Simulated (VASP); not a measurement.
# SiC (R3m) in VASP: further runs, part 2 of 2

VASP 6.6.1.

## Step 4: Single point, PBEsol

This run uses another cell than the first one, of 11.58 Å³/atom, 1.028 times its volume.

The input, INCAR:

```
SYSTEM = SiC
PREC     = Accurate       ! precision mode
ENCUT    = 520            ! plane-wave cutoff, eV
EDIFF    = 1E-7           ! SCF threshold, eV
ISMEAR   = 0              ! smearing method
SIGMA    = 0.05           ! smearing width, eV
LREAL    = .False.        ! projectors in reciprocal space
LASPH    = .True.         ! aspherical terms in the spheres
NELM     = 100            ! most SCF steps
ALGO     = Normal         ! electronic algorithm
ISIF     = 2              ! what is computed and relaxed
LWAVE    = .False.        ! write WAVECAR
LCHARG   = .False.        ! write CHGCAR
GGA      = PS             ! functional
NBANDS   = 11             ! bands
```

The input, KPOINTS:

```
regular mesh
0
Gamma
  12 12 12
  0 0 0
```

The input, POSCAR:

```
SiC
1.0
    0.0000000000      2.2322432183      2.2322432183
    2.2322432183      0.0000000000      2.2322432183
    2.2931090501      2.2931090501     -0.0608658318
Si C
1 1
Direct
    0.0000000000      0.0000000000      0.0000000000
    0.7500000000      0.7500000000      0.7500000000
```

On the command line:

```bash
$ cat potpaw_PBE.64/Si/POTCAR potpaw_PBE.64/C/POTCAR > POTCAR
$ mpirun -np 1 vasp_std > vasp.out
```

Wall time 45 s (1 thread of Intel Xeon 8259CL, shared host); peak memory 0.16 GiB.

The run converged. Its results:

| Property | Result |
| --- | --- |
| Free energy | -15.7192 eV |
| Pressure | -19.4 GPa |
| Largest force | 0.084 eV/Å |
| Band gap on the k mesh | 1.24 eV, indirect (least direct gap 4.11 eV) |

Forces on the atoms (eV/Å):
```
Si   0.049  0.049 -0.049
C   -0.049 -0.049  0.049
```

Stress tensor (GPa, compression positive):
```
-19.43  -5.21   5.21
 -5.21 -19.43   5.21
  5.21   5.21 -19.43
```

Levels at points of the mesh, in eV from the valence-band top:
| k point | band 1 | band 2 | band 3 | band 4 | band 5 | band 6 | band 7 | band 8 | band 9 |
| --- | --- | --- | --- | --- | --- | --- | --- | --- | --- |
| (0.00, 0.00, 0.00) | -14.64 | -0.20 | 0.00 | 0.00 | 4.51 | 6.25 | 6.73 | 6.73 | 13.77 |
| (0.50, 0.00, 0.00) | -11.33 | -8.06 | -1.17 | -1.15 | 4.12 | 6.30 | 6.81 | 9.20 | 14.54 |
| (0.50, 0.50, 0.00) | -10.09 | -7.55 | -3.23 | -2.87 | 1.24 | 3.80 | 12.41 | 12.57 | 13.42 |
| (0.00, 0.00, 0.50) | -11.72 | -8.10 | -0.89 | -0.89 | 4.86 | 6.93 | 6.93 | 9.35 | 14.62 |

Caveat: the PAW data sets were made with another functional, which shifts forces and pressure a little.

## Step 5: Single point, PBEsol

This run uses another cell than the first one, of 11.58 Å³/atom, 1.028 times its volume.

The input, INCAR:

```
PREC = Accurate
ENCUT = 520
EDIFF = 1E-6
ISMEAR = 0
SIGMA = 0.05
LREAL = False
LASPH = True
NELM = 80
ALGO = Normal
ISIF = 2
LWAVE = False
LCHARG = False
GGA = PS
NBANDS = 11
```

The input, KPOINTS:

```
Automatic mesh
0
Gamma
  12 12 12
```

The input, POSCAR:

```
SiC
1.0
    0.0000000000      2.3081057263      2.3081057263
    2.3081057263      0.0000000000      2.3081057263
    2.2182434767      2.2182434767      0.0898622496
Si C
1 1
Direct
    0.0000000000      0.0000000000      0.0000000000
    0.7500000000      0.7500000000      0.7500000000
```

Potentials or basis: VASP PAW PBE potentials, release 64 (Si, C).

On the command line:

```bash
$ cat potpaw_PBE.64/Si/POTCAR potpaw_PBE.64/C/POTCAR > POTCAR
$ mpirun -np 1 vasp_std > vasp.out
```

OUTCAR:

```text
PREC = Accurate
   ENCUT = 520
   EDIFF = 1E-6
   ISMEAR = 0
   LREAL = False
   LASPH = True
   NELM = 80
   ISIF = 2
   GGA = PS

 ion  position               nearest neighbor table
   1  0.000  0.000  0.000-   2 1.88   2 1.99   2 1.99   2 1.99
   2  0.750  0.750  0.750-   1 1.88   1 1.99   1 1.99   1 1.99

  LATTYP: Found a trigonal (rhomboedric) cell.
 ALAT       =     3.1383568101
 COS(alpha) =     0.4591127303

  Lattice vectors:

 A1 = (   2.2182434767,  -0.0898622496,  -2.2182434767)
 A2 = (  -0.0898622496,   2.2182434767,  -2.2182434767)
 A3 = (   2.2182434767,   2.2182434767,   0.0898622496)

Analysis of symmetry for initial positions (statically):
=====================================================================
 Subroutine PRICEL returns:
 Original cell was already a primitive cell.

 Routine SETGRP: Setting up the symmetry group for a
 trigonal (rhombohedral) supercell.

 Subroutine GETGRP returns: Found  6 space group operations
 (whereof  6 operations were pure point group operations)
 out of a pool of 12 trial point group operations.

The static configuration has the point symmetry C_3v.

[... 164 lines left out ...]
 fundamental gap:      1.1328839588
 Fermi energy:         7.2111456641

 k-point     1 :       0.0000    0.0000    0.0000
  band No.  band energies     occupation
      1      -7.7359      2.00000
      2       6.7618      2.00000
      3       6.7618      2.00000
      4       6.9746      2.00000
      5      11.3844      0.00000
      6      12.9543      0.00000
      7      12.9543      0.00000
      8      14.5959      0.00000
      9      20.6972      0.00000
     10      20.6972      0.00000
     11      21.4619      0.00000
[... 309 lines left out ...]
 k-point    24 :      -0.4167    0.1667    0.0000
  band No.  band energies     occupation
      1      -4.3869      2.00000
      2      -0.7114      2.00000
      3       3.9208      2.00000
      4       5.5583      2.00000
      5      11.7598      0.00000
      6      13.6820      0.00000
      7      15.1088      0.00000
      8      16.7522      0.00000
      9      19.9582      0.00000
     10      21.6507      0.00000
     11      23.5745      0.00000

 [... further k-points ...]
[... 5 lines left out ...]
  --------------------------------------------------------------------------------------
  -------------------------------------------------------------------------------------
  Total       -2.7310712     -2.7310712     -2.7310712      1.2175660     -1.2175660     -1.2175660
  in kB     -188.9644331   -188.9644331   -188.9644331     84.2441116    -84.2441116    -84.2441116
  external PRESSURE =    -188.9644331 kB  Pullay stress =       0.0000000 kB

 VOLUME and BASIS-vectors are now :
 -----------------------------------------------------------------------------
  energy-cutoff  :      520.00
  volume of cell :       23.16
      direct lattice vectors                 reciprocal lattice vectors
     0.000000000  2.308105726  2.308105726    -0.221106429  0.212149287  0.221106429
     2.308105726  0.000000000  2.308105726     0.212149287 -0.221106429  0.221106429
     2.218243477  2.218243477  0.089862250     0.230063571  0.230063571 -0.230063571

 POSITION                                       TOTAL-FORCE (eV/Angst)
 -----------------------------------------------------------------------------------
      0.00000      0.00000      0.00000        -0.223611     -0.223611      0.223611
      3.39476      3.39476      3.52956         0.223611      0.223611     -0.223611
 -----------------------------------------------------------------------------------
    total drift:                               -0.000053     -0.000053      0.000053

  FREE ENERGIE OF THE ION-ELECTRON SYSTEM (eV)
  ---------------------------------------------------
  free  energy   TOTEN  =       -15.6774865459 eV

  energy  without entropy=      -15.6774865459  energy(sigma->0) =      -15.67748655
```

Wall time 37 s (1 thread of Intel Xeon 8259CL, shared host); peak memory 0.17 GiB.

Results:

```
Free energy            : -15.6775 eV
Pressure               : -18.9 GPa
Largest force          : 0.387 eV/Å
Band gap on the k mesh : 1.13 eV, indirect (least direct gap 3.95 eV)
```

Forces on the atoms (eV/Å):
```
Si  -0.224 -0.224  0.224
C    0.224  0.224 -0.224
```

Levels at points of the mesh, in eV from the valence-band top:
| k point | band 1 | band 2 | band 3 | band 4 | band 5 | band 6 | band 7 | band 8 | band 9 |
| --- | --- | --- | --- | --- | --- | --- | --- | --- | --- |
| (0.00, 0.00, 0.00) | -14.71 | -0.21 | -0.21 | 0.00 | 4.41 | 5.98 | 5.98 | 7.62 | 13.72 |
| (0.50, 0.00, 0.00) | -11.65 | -8.16 | -1.05 | -1.05 | 4.46 | 6.32 | 7.15 | 9.27 | 14.47 |
| (0.50, 0.50, 0.00) | -10.17 | -7.61 | -3.40 | -2.82 | 1.13 | 3.78 | 12.14 | 12.52 | 13.47 |
| (0.00, 0.00, 0.50) | -11.07 | -8.06 | -1.47 | -1.47 | 3.49 | 6.14 | 6.14 | 8.92 | 14.66 |

Caveat: the PAW data sets were made with another functional, which shifts forces and pressure a little. As with any semilocal functional, this PBEsol gap is likely too small.

## Step 6: The runs side by side

```csv
cell,gap on the mesh (eV),pressure (GPa),largest force (eV/Å)
"a = 3.192, b = 3.192, c = 3.150 Å, angles 59.6, 59.6, 60.0°, 2 atoms",1.24,-15.7,0.12
"a = 3.242, b = 3.242, c = 3.158 Å, angles 59.1, 59.1, 60.0°, 2 atoms",1.20,-19.4,0.22
"a = 3.157, b = 3.157, c = 3.244 Å, angles 60.9, 60.9, 60.0°, 2 atoms",1.24,-19.4,0.08
"a = 3.264, b = 3.264, c = 3.138 Å, angles 58.7, 58.7, 60.0°, 2 atoms",1.13,-18.9,0.39
```

Alike in all rows: task single point; level PBEsol; potentials or basis VASP PAW PBE potentials, release 64 (Si, C); no spin polarisation; k mesh 12 × 12 × 12; cutoff (eV) 520; smearing gaussian 0.05 eV.

Caveats: the PAW data sets were made with another functional, which shifts forces and pressure a little.

Absolute energies hang on the potentials; compare differences alone.
